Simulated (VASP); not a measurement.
# SiC (P6_3mc) in VASP: notebook, part 2 of 2

VASP 6.6.1. The steps go on from the part before.

## 5. Single point, PBE (biaxial strain in the a-b plane: -4.0 %)

Contents of INCAR:

```
SYSTEM = SiC
PREC     = Accurate       ! precision mode
ENCUT    = 520            ! plane-wave cutoff, eV
EDIFF    = 1E-6           ! SCF threshold, eV
ISMEAR   = 0              ! smearing method
SIGMA    = 0.02           ! smearing width, eV
LREAL    = .False.        ! projectors in reciprocal space
LASPH    = .True.         ! aspherical terms in the spheres
NELM     = 60             ! most SCF steps
ALGO     = Normal         ! electronic algorithm
ISIF     = 2              ! what is computed and relaxed
LWAVE    = .False.        ! write WAVECAR
LCHARG   = .False.        ! write CHGCAR
GGA      = PE             ! functional
NBANDS   = 16             ! bands
```

Contents of KPOINTS:

```
Automatic mesh
0
Gamma
  12 12 6
  0 0 0
```

Contents of POSCAR:

```
SiC
1.0
    2.9682590546      0.0000000000      0.0000000000
   -1.4841295273      2.5705877463      0.0000000000
    0.0000000000      0.0000000000      5.1960753076
Si C
2 2
Direct
    0.3333333333      0.6666666667      0.5009577159
    0.6666666667      0.3333333333      1.0009577159
    0.3333333333      0.6666666667      0.8740422841
    0.6666666667      0.3333333333      0.3740422841
```

Potentials or basis: VASP PAW PBE potentials, release 64 (Si, C).

On the command line:

```console
> cat potpaw_PBE.64/Si/POTCAR potpaw_PBE.64/C/POTCAR > POTCAR
> mpirun -np 1 vasp_std > vasp.out
```

OUTCAR:

```text
SYSTEM = SiC
   PREC = Accurate
   ENCUT = 520
   EDIFF = 1E-6
   ISMEAR = 0
   LREAL = .False.
   LASPH = .True.
   NELM = 60
   ISIF = 2
   GGA = PE

 ion  position               nearest neighbor table
   1  0.333  0.667  0.501-   4 1.84   4 1.84   4 1.84   3 1.94   2 3.11   2 3.11   2 3.11   2 3.11
                             2 3.11   2 3.11
   2  0.667  0.333  0.001-   3 1.84   3 1.84   3 1.84   4 1.94   1 3.11   1 3.11   1 3.11   1 3.11
                             1 3.11   1 3.11
   3  0.333  0.667  0.874-   2 1.84   2 1.84   2 1.84   1 1.94
   4  0.667  0.333  0.374-   1 1.84   1 1.84   1 1.84   2 1.94

  LATTYP: Found a hexagonal cell.
 ALAT       =     2.9682590546
 C/A-ratio  =     1.7505464355

  Lattice vectors:

 A1 = (   2.9682590546,   0.0000000000,   0.0000000000)
 A2 = (  -1.4841295273,   2.5705877463,   0.0000000000)
 A3 = (   0.0000000000,   0.0000000000,   5.1960753076)

Analysis of symmetry for initial positions (statically):
=====================================================================
 Subroutine PRICEL returns:
 Original cell was already a primitive cell.

 Routine SETGRP: Setting up the symmetry group for a
 hexagonal supercell.

 Subroutine GETGRP returns: Found 12 space group operations
 (whereof  6 operations were pure point group operations)
 out of a pool of 24 trial point group operations.

The static configuration has the point symmetry C_3v.
 The point group associated with its full space group is C_6v.

Analysis of symmetry for dynamics (positions and initial velocities):
=====================================================================
 Subroutine PRICEL returns:
 Original cell was already a primitive cell.

 Routine SETGRP: Setting up the symmetry group for a
 hexagonal supercell.

 Subroutine GETGRP returns: Found 12 space group operations
 (whereof  6 operations were pure point group operations)
 out of a pool of 24 trial point group operations.

The dynamic configuration has the point symmetry C_3v.
 The point group associated with its full space group is C_6v.

 Subroutine INISYM returns: Found 12 space group operations
 (whereof  6 operations are pure point group operations),
 and found     1 'primitive' translations

----------------------------------------------------------------------------------------

                                     Primitive cell

  volume of cell :      39.6469

  direct lattice vectors                    reciprocal lattice vectors
     2.968259055  0.000000000  0.000000000     0.336897818  0.194508046  0.000000000
    -1.484129527  2.570587746  0.000000000     0.000000000  0.389016092  0.000000000
     0.000000000  0.000000000  5.196075308     0.000000000  0.000000000  0.192452946

  length of vectors
     2.968259055  2.968259055  5.196075308     0.389016092  0.389016092  0.192452946

  position of ions in fractional coordinates (direct lattice)
     0.333333333  0.666666667  0.500957716
     0.666666667  0.333333333  0.000957716
     0.333333333  0.666666667  0.874042284
     0.666666667  0.333333333  0.374042284

  ion indices of the primitive-cell ions
   primitive index   ion index
                 1           1
                 2           2
                 3           3
                 4           4

----------------------------------------------------------------------------------------

[... 23 lines left out ...]

 Following reciprocal coordinates:
            Coordinates               Weight
  0.000000  0.000000  0.000000      1.000000
  0.083333  0.000000  0.000000      6.000000
  0.166667  0.000000  0.000000      6.000000
  0.250000  0.000000  0.000000      6.000000
  0.333333  0.000000  0.000000      6.000000
  0.416667  0.000000  0.000000      6.000000
[... 16 lines left out ...]
  0.250000  0.000000  0.166667     12.000000
  0.333333  0.000000  0.166667     12.000000
 [... further k-points ...]
   k-points           NKPTS =     76   k-points in BZ     NKDIM =     76   number of bands    NBANDS=     16
   number of dos      NEDOS =    301   number of ions     NIONS =      4
   total plane-waves  NPLWV =  23040
   dimension x,y,z NGX =    24 NGY =   24 NGZ =   40
   dimension x,y,z NGXF=    48 NGYF=   48 NGZF=   80
   ions per type =               2   2
   NGX,Y,Z   is equivalent  to a cutoff of  13.44, 13.44, 12.80 a.u.
   NGXF,Y,Z  is equivalent  to a cutoff of  26.88, 26.88, 25.60 a.u.
 SYSTEM =  SiC
   PREC   = accura    normal or accurate (medium, high low for compatibility)
   ISTART =      0    job   : 0-new  1-cont  2-samecut
   ICHARG =      2    charge: 1-file 2-atom 10-const
   ISPIN  =      1    spin polarized calculation?
   LNONCOLLINEAR =      F non collinear calculations
   LSORBIT =      F    spin-orbit coupling
   LASPH  =      T    aspherical Exc in radial PAW
   ENCUT  =  520.0 eV  38.22 Ry    6.18 a.u.   5.52  5.52  9.66*2*pi/ulx,y,z
   NELM   =     60;   NELMIN=  2; NELMDL= -5     # of ELM steps
   EDIFF  = 0.1E-05   stopping-criterion for ELM
   LREAL  =      F    real-space projection
   EDIFFG = 0.1E-04   stopping-criterion for IOM
   NSW    =      0    number of steps for IOM
   IBRION =     -1    ionic relax: 0-MD 1-quasi-New 2-CG
   NFREE  =      0    steps in history (QN), initial steepest desc. (CG)
   ISIF   =      2    stress and relaxation
   ISYM   =      2    0-nonsym 1-usesym 2-fastsym
   POTIM  = 0.5000    time-step for ionic-motion
   TEBEG  =    0.0;   TEEND  =   0.0 temperature during run
   PSTRESS=    0.0 pullay stress
   NELECT =      16.0000    total number of electrons
   NUPDOWN=      -1.0000    fix difference up-down
   EMIN   =  10.00;   EMAX   =-10.00  energy-range for DOS
   EFERMI =   0.00;   METHOD = LEGACY
   ISMEAR =     0;   SIGMA  =   0.02  broadening in eV -4-tet -1-fermi 0-gaus
   EFERMI_NEDOS =   21; number of points for ismear=-14 and -15
   IALGO  =     38    algorithm
   IMIX   =      4    mixing-type and parameters
     AMIX     =   0.40;   BMIX     =  1.00
     AMIX_MAG =   1.60;   BMIX_MAG =  1.00
  volume/ion in A,a.u.               =       9.91        66.89
  Fermi-wavevector in a.u.,A,eV,Ry     =   1.209794  2.286180 19.913524  1.463603
  Thomas-Fermi vector in A             =   2.345361
   LORBIT       =      0    0 simple, 1 ext, 2 COOP (PROOUT), +10 PAW based schemes
   GGA     = PE    functional components
   LHFCALC =     F    Hartree Fock is set to
   AEXX    =    0.0000 exact exchange contribution
   IVDW    =     0    specifies the selected vdW correction
   LEPSILON=     F    determine dielectric tensor
   LRPA    =     F    only Hartree local field effects (RPA)
 non-spin polarized calculation
 Gauss-broadening in eV      SIGMA  =   0.02
  energy-cutoff  :      520.00
  volume of cell :       39.65
 maximum number of plane-waves:      1095
 NGX is ok and might be reduce to    24
   NGX = 11   NGY = 11   NGZ = 19

 number of electron      15.9999999 magnetization

 Free energy of the ion-electron system (eV)
  ---------------------------------------------------
  ext. energy  EPLUGINS =         0.00000000
  ---------------------------------------------------
  free energy    TOTEN  =       -29.81539098 eV

  energy without entropy =      -29.81539098  energy(sigma->0) =      -29.81539098

 E-fermi :   9.0208     XC(G=0): -11.5419

 val. band max:        8.9018883962   @ k =   0.0000   0.0000   0.0000
 cond. band min:      10.7155148813   @ k =   0.3333   0.3333   0.0000
 fundamental gap:      1.8136264851
 Fermi energy:         9.0208410927

 k-point     1 :       0.0000    0.0000    0.0000
  band No.  band energies     occupation
      1      -7.1718      2.00000
      2      -3.9536      2.00000
      3      -0.3370      2.00000
      4       7.8589      2.00000
      5       7.8589      2.00000
      6       8.2289      2.00000
[... 433 lines left out ...]
      3       1.4353      2.00000
      4       2.8417      2.00000
      5       3.8272      2.00000
      6       6.2016      2.00000
[... 8 lines left out ...]
     15      20.1690      0.00000
     16      21.4185      0.00000

 [... further k-points ...]
[... 5 lines left out ...]
  --------------------------------------------------------------------------------------
  -------------------------------------------------------------------------------------
  Total        6.7921353      6.7921353     -2.5193606      0.0000000      0.0000000     -0.0000000
  in kB      274.4778111    274.4778111   -101.8101907      0.0000000      0.0000000     -0.0000000
  external PRESSURE =     149.0484772 kB  Pullay stress =       0.0000000 kB

 VOLUME and BASIS-vectors are now :
 -----------------------------------------------------------------------------
  energy-cutoff  :      520.00
  volume of cell :       39.65
      direct lattice vectors                 reciprocal lattice vectors
     2.968259055  0.000000000  0.000000000     0.336897818  0.194508046  0.000000000
    -1.484129527  2.570587746  0.000000000     0.000000000  0.389016092  0.000000000
     0.000000000  0.000000000  5.196075308     0.000000000  0.000000000  0.192452946

 POSITION                                       TOTAL-FORCE (eV/Angst)
 -----------------------------------------------------------------------------------
     -0.00000      1.71373      2.60301        -0.000000      0.000000      0.388792
      1.48413      0.85686      0.00498        -0.000000     -0.000000      0.388792
     -0.00000      1.71373      4.54159         0.000000      0.000000     -0.388792
      1.48413      0.85686      1.94355        -0.000000     -0.000000     -0.388792
 -----------------------------------------------------------------------------------
    total drift:                                0.000000      0.000000      0.000254

  FREE ENERGIE OF THE ION-ELECTRON SYSTEM (eV)
  ---------------------------------------------------
  free  energy   TOTEN  =       -29.8153909831 eV

  energy  without entropy=      -29.8153909831  energy(sigma->0) =      -29.81539098
```

Run time: 33 s. Hardware: 1 thread of Intel Xeon Platinum 8259CL at 2.50GHz (Skylake/Cascade Lake), shared host; peak memory 0.18 GiB.

Results:

```yaml
Free_energy: -29.8154 eV
Pressure: 14.9 GPa
Largest_force: 0.389 eV/Å
Band_gap_on_the_k_mesh: 1.81 eV, indirect (least direct gap 4.50 eV)
```

Forces on the atoms (eV/Å):
```
Si   0.000  0.000  0.389
Si   0.000  0.000  0.389
C    0.000  0.000 -0.389
C    0.000  0.000 -0.389
```

Caveat: the cell differs from its parent crystal (biaxial strain in the a-b plane: -4.0 %).

## 6. Single point, PBE (biaxial strain in the a-b plane: -2.0 %, then relaxed in part)

Contents of INCAR:

```
SYSTEM = SiC
PREC = Accurate
ENCUT = 520
EDIFF = 1E-6
ISMEAR = 0
SIGMA = 0.02
LREAL = .FALSE.
LASPH = .TRUE.
NELM = 100
ALGO = Normal
ISIF = 2
LWAVE = .FALSE.
LCHARG = .TRUE.
GGA = PE
LELF = .TRUE.
LVHAR = .TRUE.
NBANDS = 16
```

Contents of KPOINTS:

```
regular mesh
0
G
  12 12 6
  0 0 0
```

Contents of POSCAR:

```
SiC
1.0
    3.0300977849      0.0000000000      0.0000000000
   -1.5150488924      2.6241416577      0.0000000000
    0.0000000000      0.0000000000      5.0945494990
Si C
2 2
Direct
    0.3333333333      0.6666666667      0.5009577159
    0.6666666667      0.3333333333      1.0009577159
    0.3333333333      0.6666666667      0.8740422841
    0.6666666667      0.3333333333      0.3740422841
```

Potentials or basis: VASP PAW PBE potentials, release 64 (Si, C).

On the command line:

```console
> cat potpaw_PBE.64/Si/POTCAR potpaw_PBE.64/C/POTCAR > POTCAR
> mpirun -np 1 vasp_std > vasp.out
```

It took 38 s on 1 thread of Intel Xeon Platinum 8259CL at 2.50GHz (Skylake/Cascade Lake), shared host; peak memory 0.18 GiB.

The run converged. Its results:

```
Free energy            : -30.0462 eV
Pressure               : 8.4 GPa
Band gap on the k mesh : 2.04 eV, indirect (least direct gap 4.20 eV)
```

Stress tensor (GPa, compression positive):
```
12.65  0.00  0.00
 0.00 12.65  0.00
 0.00  0.00 -0.09
```

Levels at points of the mesh, in eV from the valence-band top:
```csv
k point,band 6,band 7,band 8,band 9,band 10,band 11
"(0.00, 0.00, 0.00)",-0.37,0.00,0.00,5.30,5.89,6.93
"(0.50, 0.00, 0.00)",-3.45,-3.29,-1.26,2.93,3.99,6.99
"(0.00, 0.00, 0.50)",-0.66,-0.66,-0.66,6.29,6.29,7.58
"(0.50, 0.00, 0.50)",-2.56,-2.45,-2.45,3.16,3.16,5.23
```

Caveat: the cell differs from its parent crystal (biaxial strain in the a-b plane: -2.0 %, then relaxed in part).

## 7. Summary

```tsv
cell	gap on the mesh (eV)	pressure (GPa)	largest force (eV/Å)
a = 2.906, b = 2.906, c = 5.257 Å, angles 90.0, 90.0, 120.0°, 4 atoms	1.44	24.3	0.47
a = 2.968, b = 2.968, c = 5.117 Å, angles 90.0, 90.0, 120.0°, 4 atoms	1.72	18.3	-
a = 2.968, b = 2.968, c = 5.196 Å, angles 90.0, 90.0, 120.0°, 4 atoms	1.81	14.9	0.39
a = 3.030, b = 3.030, c = 5.095 Å, angles 90.0, 90.0, 120.0°, 4 atoms	2.04	8.4	-
```

Alike in all rows: task single point; level PBE; potentials or basis VASP PAW PBE potentials, release 64 (Si, C); no spin polarisation; k mesh 12 × 12 × 6; cutoff (eV) 520; smearing gaussian 0.02 eV.

Absolute energies hang on the potentials; compare differences alone.
